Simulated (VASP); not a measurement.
# CoH2Pd: single point with PBE

The system is CoH2Pd.

```
Pd Co H
1.0
     1.38213    2.39392    0.00000
    -1.38213    2.39392    0.00000
     0.00000   -1.59595    4.87001
Pd Co H
1 1 2
Direct
  0.00000 0.00000 0.00000
  0.50000 0.50000 0.50000
  0.12219 0.12219 0.36656
  0.87781 0.87781 0.63344
```

```
Program             : VASP 6.6.1
Task                : single point
Functional          : PBE
Potentials or basis : VASP PAW PBE potentials, release 64 (Pd, Co, H)
Cutoff              : 520 eV
k mesh              : 7 × 7 × 7
Occupations         : fermi-dirac, width 0.0176 eV
Spin                : no spin polarisation
```

- Pressure: -0.2 GPa

Forces in eV/Å, atoms in the order of the input:
```
Pd   0.000  0.000  0.000
Co   0.000  0.000  0.000
H    0.000  0.000  0.002
H    0.000  0.000 -0.002
```

Levels at points of the mesh, in eV from the Fermi level:
```tsv
k point	band 9	band 10	band 11	band 12	band 13	band 14
(0.00, 0.00, 0.00)	-0.92	-0.92	-0.12	-0.12	3.24	8.23
```

Run time: 28 s on 1 thread of AMD EPYC 9R45 (Zen 5) (shared host), peak memory 0.14 GiB.

Caveat: the k points lie up to 0.38 Å⁻¹ apart. Spin polarisation is off, so any magnetic state and its effect on volume and gap are missing.
